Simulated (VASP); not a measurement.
Write the native input for VASP 6.6.1 that does the following.

```
Task                      : relaxation of the atoms
Functional                : PBE
Potentials or basis       : VASP PAW PBE potentials, release 64 (Ti_sv, N, H)
Cutoff                    : 520 eV
k mesh                    : 9 × 9 × 1
Occupations               : gaussian, width 0.1 eV
Spin                      : no spin polarisation
Dipole correction         : yes
Atoms held fixed (from 0) : [0, 3, 1, 4, 2, 5, 6]
Further INCAR settings    : ALGO = Fast; EDIFF = 1e-06; IBRION = 2; EDIFFG = -0.025; NSW = 36
```

The structure of Ti3HN3 lies in POSCAR:

```
Ti3HN3
1.0
    3.0028555065      0.0000000000      0.0000000000
    0.0000000000      3.0028555065      0.0000000000
    0.0000000000      0.0000000000     19.7584945265
Ti N H
3 3 1
Selective dynamics
Direct
    0.5000000000      0.5000000000      0.2024445736  F F F
    0.0000000000      0.0000000000      0.3072496201  F F F
    0.5000000000      0.5000000000      0.4076776418  F F F
    0.0000000000      0.0000000000      0.2024445736  F F F
    0.5000000000      0.5000000000      0.3055678856  F F F
    0.0000000000      0.0000000000      0.4179718508  F F F
    0.0000000000      0.1250000000      0.4688083795  F F T
```

One way to write it, as run:

INCAR

```
PREC = Accurate ; ENCUT = 520
EDIFF = 1E-6 ; ISMEAR = 0
SIGMA = 0.1 ; LREAL = F
LASPH = T ; NELM = 80
ALGO = Fast ; ISIF = 2
LWAVE = F ; LCHARG = F
LDIPOL = T ; IDIPOL = 3
DIPOL = 0.5 0.5 0.330 ; GGA = PE
IBRION = 2 ; NSW = 36
EDIFFG = -0.025
```

KPOINTS

```
Automatic mesh
0
Gamma
  9 9 1
```

Potentials or basis: VASP PAW PBE potentials, release 64 (Ti_sv, N, H).

Command:

```bash
$ cat potpaw_PBE.64/Ti_sv/POTCAR potpaw_PBE.64/N/POTCAR potpaw_PBE.64/H/POTCAR > POTCAR
$ mpirun -np 1 vasp_std > vasp.out
```

Results of the run:

```json
{
 "Energy gained by relaxing": "0.1 meV/atom",
 "Ionic steps": "2",
 "Band gap on the k mesh": "zero (bands 26 and 27 overlap by 1.70 eV)"
}
```

Run time: 15 min on 1 thread of Oxide Virtual Turin-like Processor, on a shared host, peak memory 0.33 GiB.
